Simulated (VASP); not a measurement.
# SbP5 (F-43m) in VASP: a series of runs

SbP5 is run at these levels: PBE; tasks: single point, relaxation of cell and atoms.

Everything below comes from runs of VASP 6.6.1. Logs are shortened: lines on timing, memory, paths and dates and some standing lists are left out, and cuts for length are marked.

### 1 The cell of the first run

Symmetry: F-43m, No. 216, cubic system. Conventional cell: a = 7.575 Å, b = 7.575 Å, c = 7.575 Å, α = 90.00°, β = 90.00°, γ = 90.00°. Sb (site symmetry -43m) has 16 P at 3.18 to 3.28 Å within 4.2 Å. Within 4.1 Å of P (site symmetry -43m) lie 12 P at 3.11 Å and 4 Sb at 3.28 Å. P (site symmetry 3m) has 9 P at 2.35 to 3.11 Å and 3 Sb at 3.18 Å within 3.2 Å.

The cell was built from a structure type or drawn by symmetry, and may not be a known phase.

### 2 Single point, PBE

INCAR

```
  ALGO = Normal
  EDIFF = 1E-7
  ENCUT = 520
  GGA = PE
  ISIF = 2
  ISMEAR = 0
  LASPH = True
  LCHARG = False
  LREAL = False
  LWAVE = False
  NBANDS = 24
  NELM = 100
  PREC = Accurate
  SIGMA = 0.1
```

KPOINTS

```
k-points
0
Gamma
  4 4 4
```

POSCAR

```
SbP5
1.0
    0.0000000000      3.7873206246      3.7873206246
    3.7873206246      0.0000000000      3.7873206246
    3.7873206246      3.7873206246      0.0000000000
Sb P
1 5
Direct
    0.0000000000      0.0000000000      0.0000000000
    0.2500000000      0.2500000000      0.2500000000
    0.6094993987      0.1715018038      0.6094993987
    0.6094993987      0.6094993987      0.1715018038
    0.6094993987      0.6094993987      0.6094993987
    0.1715018038      0.6094993987      0.6094993987
```

Potentials or basis: VASP PAW PBE potentials, release 64 (Sb, P).

Launch:

```bash
> cat potpaw_PBE.64/Sb/POTCAR potpaw_PBE.64/P/POTCAR > POTCAR
> mpirun -np 1 vasp_std > vasp.out
```

OUTCAR:

```text
EDIFF = 1E-7
   ENCUT = 520
   GGA = PE
   ISIF = 2
   ISMEAR = 0
   LASPH = True
   LREAL = False
   NELM = 100
   PREC = Accurate

 ion  position               nearest neighbor table
   1  0.000  0.000  0.000-   3 3.18   4 3.18   4 3.18   6 3.18   3 3.18   6 3.18   5 3.18   5 3.18
                             5 3.18   3 3.18   6 3.18   4 3.18   2 3.28   2 3.28   2 3.28   2 3.28
   2  0.250  0.250  0.250-   1 3.28   1 3.28   1 3.28   1 3.28
   3  0.609  0.172  0.609-   4 2.35   5 2.35   6 2.35   1 3.18   1 3.18   1 3.18
   4  0.609  0.609  0.172-   3 2.35   5 2.35   6 2.35   1 3.18   1 3.18   1 3.18
   5  0.609  0.609  0.609-   3 2.35   4 2.35   6 2.35   1 3.18   1 3.18   1 3.18
   6  0.172  0.609  0.609-   3 2.35   4 2.35   5 2.35   1 3.18   1 3.18   1 3.18

  LATTYP: Found a face centered cubic cell.
 ALAT       =     7.5746412492

  Lattice vectors:

 A1 = (   0.0000000000,   3.7873206246,   3.7873206246)
 A2 = (   3.7873206246,   0.0000000000,   3.7873206246)
 A3 = (   3.7873206246,   3.7873206246,   0.0000000000)

Analysis of symmetry for initial positions (statically):
=====================================================================
 Subroutine PRICEL returns:
 Original cell was already a primitive cell.

 Routine SETGRP: Setting up the symmetry group for a
 face centered cubic supercell.

 Subroutine GETGRP returns: Found 24 space group operations
 (whereof 24 operations were pure point group operations)
 out of a pool of 48 trial point group operations.

The static configuration has the point symmetry T_d .

Analysis of symmetry for dynamics (positions and initial velocities):
=====================================================================
 Subroutine PRICEL returns:
 Original cell was already a primitive cell.

 Routine SETGRP: Setting up the symmetry group for a
 face centered cubic supercell.

 Subroutine GETGRP returns: Found 24 space group operations
 (whereof 24 operations were pure point group operations)
 out of a pool of 48 trial point group operations.

The dynamic configuration has the point symmetry T_d .

 Subroutine INISYM returns: Found 24 space group operations
 (whereof 24 operations are pure point group operations),
 and found     1 'primitive' translations

----------------------------------------------------------------------------------------

                                     Primitive cell

  volume of cell :     108.6491

  direct lattice vectors                    reciprocal lattice vectors
     0.000000000  3.787320625  3.787320625    -0.132019454  0.132019454  0.132019454
     3.787320625  0.000000000  3.787320625     0.132019454 -0.132019454  0.132019454
     3.787320625  3.787320625  0.000000000     0.132019454  0.132019454 -0.132019454

  length of vectors
     5.356080192  5.356080192  5.356080192     0.228664401  0.228664401  0.228664401

  position of ions in fractional coordinates (direct lattice)
     0.000000000  0.000000000  0.000000000
     0.250000000  0.250000000  0.250000000
     0.609499399  0.171501804  0.609499399
     0.609499399  0.609499399  0.171501804
     0.609499399  0.609499399  0.609499399
     0.171501804  0.609499399  0.609499399

  ion indices of the primitive-cell ions
   primitive index   ion index
                 1           1
                 2           2
                 3           3
                 4           4
                 5           5
                 6           6

----------------------------------------------------------------------------------------

 KPOINTS: k-points

Automatic generation of k-mesh.
 Grid dimensions read from file:
 generate k-points for:    4    4    4

 Generating k-lattice:

  Cartesian coordinates                     Fractional coordinates (reciprocal lattice)
    -0.033004863  0.033004863  0.033004863     0.250000000  0.000000000  0.000000000
     0.033004863 -0.033004863  0.033004863     0.000000000  0.250000000  0.000000000
     0.033004863  0.033004863 -0.033004863     0.000000000  0.000000000  0.250000000

  Length of vectors
     0.057166100  0.057166100  0.057166100

  Shift w.r.t. Gamma in fractional coordinates (k-lattice)
     0.000000000  0.000000000  0.000000000

 Subroutine IBZKPT returns following result:
 ===========================================

 Found      8 irreducible k-points:

 Following reciprocal coordinates:
            Coordinates               Weight
  0.000000  0.000000  0.000000      1.000000
  0.250000  0.000000  0.000000      8.000000
  0.500000  0.000000  0.000000      4.000000
  0.250000  0.250000  0.000000      6.000000
  0.500000  0.250000  0.000000     24.000000
 -0.250000  0.250000  0.000000     12.000000
  0.500000  0.500000  0.000000      3.000000
 -0.250000  0.500000  0.250000      6.000000
   k-points           NKPTS =      8   k-points in BZ     NKDIM =      8   number of bands    NBANDS=     24
   number of dos      NEDOS =    301   number of ions     NIONS =      6
   total plane-waves  NPLWV =  64000
   dimension x,y,z NGX =    40 NGY =   40 NGZ =   40
   dimension x,y,z NGXF=    80 NGYF=   80 NGZF=   80
   ions per type =               1   5
   NGX,Y,Z   is equivalent  to a cutoff of  12.42, 12.42, 12.42 a.u.
   NGXF,Y,Z  is equivalent  to a cutoff of  24.83, 24.83, 24.83 a.u.
 SYSTEM =  unknown system
   PREC   = accura    normal or accurate (medium, high low for compatibility)
   ISTART =      0    job   : 0-new  1-cont  2-samecut
   ICHARG =      2    charge: 1-file 2-atom 10-const
   ISPIN  =      1    spin polarized calculation?
   LNONCOLLINEAR =      F non collinear calculations
   LSORBIT =      F    spin-orbit coupling
   LASPH  =      T    aspherical Exc in radial PAW
   ENCUT  =  520.0 eV  38.22 Ry    6.18 a.u.   9.96  9.96  9.96*2*pi/ulx,y,z
   NELM   =    100;   NELMIN=  2; NELMDL= -5     # of ELM steps
   EDIFF  = 0.1E-06   stopping-criterion for ELM
   LREAL  =      F    real-space projection
   EDIFFG = 0.1E-05   stopping-criterion for IOM
   NSW    =      0    number of steps for IOM
   IBRION =     -1    ionic relax: 0-MD 1-quasi-New 2-CG
   NFREE  =      0    steps in history (QN), initial steepest desc. (CG)
   ISIF   =      2    stress and relaxation
   ISYM   =      2    0-nonsym 1-usesym 2-fastsym
   POTIM  = 0.5000    time-step for ionic-motion
   TEBEG  =    0.0;   TEEND  =   0.0 temperature during run
   PSTRESS=    0.0 pullay stress
   NELECT =      30.0000    total number of electrons
   NUPDOWN=      -1.0000    fix difference up-down
   EMIN   =  10.00;   EMAX   =-10.00  energy-range for DOS
   EFERMI =   0.00;   METHOD = LEGACY
   ISMEAR =     0;   SIGMA  =   0.10  broadening in eV -4-tet -1-fermi 0-gaus
   EFERMI_NEDOS =   21; number of points for ismear=-14 and -15
   IALGO  =     38    algorithm
   IMIX   =      4    mixing-type and parameters
     AMIX     =   0.40;   BMIX     =  1.00
     AMIX_MAG =   1.60;   BMIX_MAG =  1.00
  volume/ion in A,a.u.               =      18.11       122.20
  Fermi-wavevector in a.u.,A,eV,Ry     =   1.066039  2.014522 15.462199  1.136440
  Thomas-Fermi vector in A             =   2.201610
   LORBIT       =      0    0 simple, 1 ext, 2 COOP (PROOUT), +10 PAW based schemes
   GGA     = PE    functional components
   LHFCALC =     F    Hartree Fock is set to
   AEXX    =    0.0000 exact exchange contribution
   IVDW    =     0    specifies the selected vdW correction
   LEPSILON=     F    determine dielectric tensor
   LRPA    =     F    only Hartree local field effects (RPA)
 non-spin polarized calculation
 Gauss-broadening in eV      SIGMA  =   0.10
  energy-cutoff  :      520.00
  volume of cell :      108.65
 maximum number of plane-waves:      2954
   NGX = 19   NGY = 19   NGZ = 19

 number of electron      30.0000002 magnetization

 Free energy of the ion-electron system (eV)
  ---------------------------------------------------
  ext. energy  EPLUGINS =         0.00000000
  ---------------------------------------------------
  free energy    TOTEN  =       -26.49630973 eV

  energy without entropy =      -26.45877063  energy(sigma->0) =      -26.47754018

 E-fermi :   8.4487     XC(G=0): -10.7124

 val. band max:        8.3677605521   @ k =  -0.2500   0.2500   0.0000
 cond. band min:       8.4698506861   @ k =   0.5000   0.2500   0.0000
 fundamental gap:      0.1020901340
 Fermi energy:         8.4486935139

 k-point     1 :       0.0000    0.0000    0.0000
  band No.  band energies     occupation
      1      -7.5556      2.00000
      2      -2.0225      2.00000
      3      -0.8491      2.00000
      4      -0.8491      2.00000
      5      -0.8491      2.00000
      6       0.1257      2.00000
[... 16 lines left out ...]
     23      14.9692      0.00000
     24      14.9692      0.00000

 k-point     2 :       0.2500    0.0000    0.0000
  band No.  band energies     occupation
      1      -7.2850      2.00000
      2      -3.1172      2.00000
      3      -1.0415      2.00000
      4      -0.9874      2.00000
      5      -0.9874      2.00000
      6       0.2962      2.00000
[... 16 lines left out ...]
     23      14.2076      0.00000
     24      14.2076      0.00000

 k-point     3 :       0.5000    0.0000    0.0000
  band No.  band energies     occupation
      1      -6.9172      2.00000
      2      -4.0231      2.00000
      3      -1.2623      2.00000
      4      -1.1005      2.00000
      5      -1.1005      2.00000
      6       0.0050      2.00000
[... 16 lines left out ...]
     23      13.1535      0.00000
     24      13.1535      0.00000

 k-point     4 :       0.2500    0.2500    0.0000
  band No.  band energies     occupation
      1      -7.1980      2.00000
      2      -3.0465      2.00000
      3      -1.3197      2.00000
      4      -1.3197      2.00000
      5      -0.9761      2.00000
      6      -0.4989      2.00000
[... 16 lines left out ...]
     23      13.7865      0.00000
     24      13.7865      0.00000

 k-point     5 :       0.5000    0.2500    0.0000
  band No.  band energies     occupation
      1      -6.8340      2.00000
      2      -3.6087      2.00000
      3      -2.4858      2.00000
      4      -1.4230      2.00000
      5      -1.0976      2.00000
      6       0.0529      2.00000
[... 16 lines left out ...]
     23      12.1429      0.00000
     24      13.0521      0.00000

 k-point     6 :      -0.2500    0.2500    0.0000
  band No.  band energies     occupation
      1      -6.9541      2.00000
      2      -3.5036      2.00000
      3      -2.5139      2.00000
      4      -1.1263      2.00000
      5      -0.6213      2.00000
      6       0.1779      2.00000
[... 16 lines left out ...]
     23      12.3588      0.00000
     24      13.2610      0.00000

 k-point     7 :       0.5000    0.5000    0.0000
  band No.  band energies     occupation
      1      -6.7278      2.00000
      2      -3.5966      2.00000
      3      -1.8401      2.00000
      4      -1.6722      2.00000
      5      -1.6722      2.00000
      6      -1.2837      2.00000
[... 16 lines left out ...]
     23      12.9532      0.00000
     24      12.9532      0.00000

 k-point     8 :      -0.2500    0.5000    0.2500
  band No.  band energies     occupation
      1      -6.7079      2.00000
      2      -3.1876      2.00000
      3      -2.8832      2.00000
      4      -2.7107      2.00000
      5      -0.1046      2.00000
      6       0.0015      2.00000
[... 16 lines left out ...]
     23      11.5675      0.00000
     24      11.7894      0.00000

------------------------ aborting loop because EDIFF is reached ----------------------------------------

  FORCE on cell =-STRESS in cart. coord.  units (eV):
  Direction    XX          YY          ZZ          XY          YZ          ZX
  --------------------------------------------------------------------------------------
  -------------------------------------------------------------------------------------
  Total       -0.2099774     -0.2099774     -0.2099774      0.0000000      0.0000000     -0.0000000
  in kB       -3.0963986     -3.0963986     -3.0963986      0.0000000      0.0000000     -0.0000000
  external PRESSURE =      -3.0963986 kB  Pullay stress =       0.0000000 kB

 VOLUME and BASIS-vectors are now :
 -----------------------------------------------------------------------------
  energy-cutoff  :      520.00
  volume of cell :      108.65
      direct lattice vectors                 reciprocal lattice vectors
     0.000000000  3.787320625  3.787320625    -0.132019454  0.132019454  0.132019454
     3.787320625  0.000000000  3.787320625     0.132019454 -0.132019454  0.132019454
     3.787320625  3.787320625  0.000000000     0.132019454  0.132019454 -0.132019454

 POSITION                                       TOTAL-FORCE (eV/Angst)
 -----------------------------------------------------------------------------------
      0.00000      0.00000      0.00000        -0.000000      0.000000     -0.000000
      1.89366      1.89366      1.89366        -0.000000      0.000000     -0.000000
      2.95790      4.61674      2.95790         0.039114     -0.039114      0.039114
      2.95790      2.95790      4.61674         0.039114      0.039114     -0.039114
      4.61674      4.61674      4.61674        -0.039114     -0.039114     -0.039114
      4.61674      2.95790      2.95790        -0.039114      0.039114      0.039114
 -----------------------------------------------------------------------------------
    total drift:                               -0.000000     -0.000000     -0.000000

  FREE ENERGIE OF THE ION-ELECTRON SYSTEM (eV)
  ---------------------------------------------------
  free  energy   TOTEN  =       -26.4963097299 eV

  energy  without entropy=      -26.4587706347  energy(sigma->0) =      -26.47754018
```

It took 21 s on 1 thread of Intel Xeon Platinum 8259CL at 2.50GHz (Skylake/Cascade Lake), shared host; peak memory 0.23 GiB.

What came out:

```yaml
Free_energy: -26.4963 eV
Pressure: -0.3 GPa
Largest_force: 0.068 eV/Å
Band_gap_on_the_k_mesh: zero (bands 15 and 16 overlap by 0.40 eV)
```

Forces in eV/Å, atoms in the order of the input:
```
Sb   0.000  0.000  0.000
P    0.000  0.000  0.000
P    0.039 -0.039  0.039
P    0.039  0.039 -0.039
P   -0.039 -0.039 -0.039
P   -0.039  0.039  0.039
```

Caveat: spin-orbit coupling is left out, which moves the levels of the heavy elements.

### 3 Single point, PBE

This run uses another cell than the first one, of 20.39 Å³/atom.

INCAR

```
SYSTEM = SbP5
PREC = Accurate
ENCUT = 520
EDIFF = 1E-6
ISMEAR = 0
SIGMA = 0.1
LREAL = .False.
LASPH = .True.
NELM = 80
ALGO = Normal
ISIF = 2
LWAVE = .False.
LCHARG = .True.
GGA = PE
LELF = .True.
LVHAR = .True.
NBANDS = 24
```

KPOINTS

```
regular mesh
0
Gamma
  4 4 4
  0 0 0
```

POSCAR

```
SbP5
1.0
    0.0000000000      3.9398576900      3.9398576900
    3.9398576900      0.0000000000      3.9398576900
    3.9398576900      3.9398576900      0.0000000000
Sb P
1 5
Direct
    0.0000000000      0.0000000000      0.0000000000
    0.2500000000      0.2500000000      0.2500000000
    0.6237722100      0.1286833600      0.6237722100
    0.6237722100      0.6237722100      0.1286833600
    0.6237722100      0.6237722100      0.6237722100
    0.1286833600      0.6237722100      0.6237722100
```

Potentials or basis: VASP PAW PBE potentials, release 64 (Sb, P).

Launch:

```bash
> cat potpaw_PBE.64/Sb/POTCAR potpaw_PBE.64/P/POTCAR > POTCAR
> mpirun -np 1 vasp_std > vasp.out
```

Wall time 25 s (1 thread of Intel Xeon Platinum 8259CL at 2.50GHz (Skylake/Cascade Lake), shared host); peak memory 0.25 GiB.

The run converged. Its results:

* Free energy: -25.5201 eV
* Pressure: -10.6 GPa
* Largest force: 0.124 eV/Å
* Band gap on the k mesh: zero (bands 15 and 16 overlap by 1.21 eV)

Forces in eV/Å, atoms in the order of the input:
```
Sb   0.000  0.000  0.000
P    0.000  0.000  0.000
P    0.072 -0.072  0.072
P    0.072  0.072 -0.072
P   -0.072 -0.072 -0.072
P   -0.072  0.072  0.072
```

Levels at points of the mesh, in eV from the Fermi level:
```
           k point  band 13  band 14  band 15  band 16  band 17  band 18
(0.00, 0.00, 0.00)    -2.52    -2.52    -2.52     1.95     1.95     1.95
(0.50, 0.00, 0.00)    -1.68    -1.68    -0.41    -0.14     0.90     0.90
(0.50, 0.50, 0.00)    -1.18    -1.01    -0.95    -0.93     0.00     0.51
```

Caveat: the cell stands under tension; spin-orbit coupling is left out, which moves the levels of the heavy elements.

(Continued in part 2 of 2.)
